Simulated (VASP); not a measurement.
A run of VASP 6.6.1:

INCAR

```
SYSTEM = Ge
PREC     = Accurate       ! precision mode
ENCUT    = 520            ! plane-wave cutoff, eV
EDIFF    = 1E-6           ! SCF threshold, eV
ISMEAR   = 0              ! smearing method
SIGMA    = 0.15           ! smearing width, eV
LREAL    = .FALSE.        ! projectors in reciprocal space
LASPH    = .TRUE.         ! aspherical terms in the spheres
NELM     = 80             ! most SCF steps
ALGO     = Normal         ! electronic algorithm
ISIF     = 2              ! what is computed and relaxed
LWAVE    = .FALSE.        ! write WAVECAR
LCHARG   = .FALSE.        ! write CHGCAR
GGA      = CA             ! functional
NBANDS   = 21             ! bands
```

Contents of KPOINTS:

```
Automatic mesh
0
G
  14 14 14
  0 0 0
```

File POSCAR:

```
Ge
1.0
    0.0000000000      2.7779676512      2.8762020514
    2.7779676512      0.0000000000      2.8762020514
    2.7779676512      2.7779676512      0.0000000000
Ge
2
Direct
    0.5145870489      0.4854129511      0.4854129511
    0.7354129511      0.7645870489      0.7645870489
```

Potentials or basis: VASP PAW LDA potentials, release 64 (Ge_d).

The run is started by

```sh
$ cat potpaw_LDA.64/Ge_d/POTCAR > POTCAR
$ mpirun -np 1 vasp_std > vasp.out
```

Hardware: 1 thread of Intel(R) Xeon(R) 6975P-C (Granite Rapids), with other jobs on the host.

Problem. Estimate the wall time of this run.

Solution. Wall time 3.4 min on 1 thread of Intel(R) Xeon(R) 6975P-C (Granite Rapids), with other jobs on the host, peak memory 0.58 GiB. Counts: scf iterations 11, k points 744.
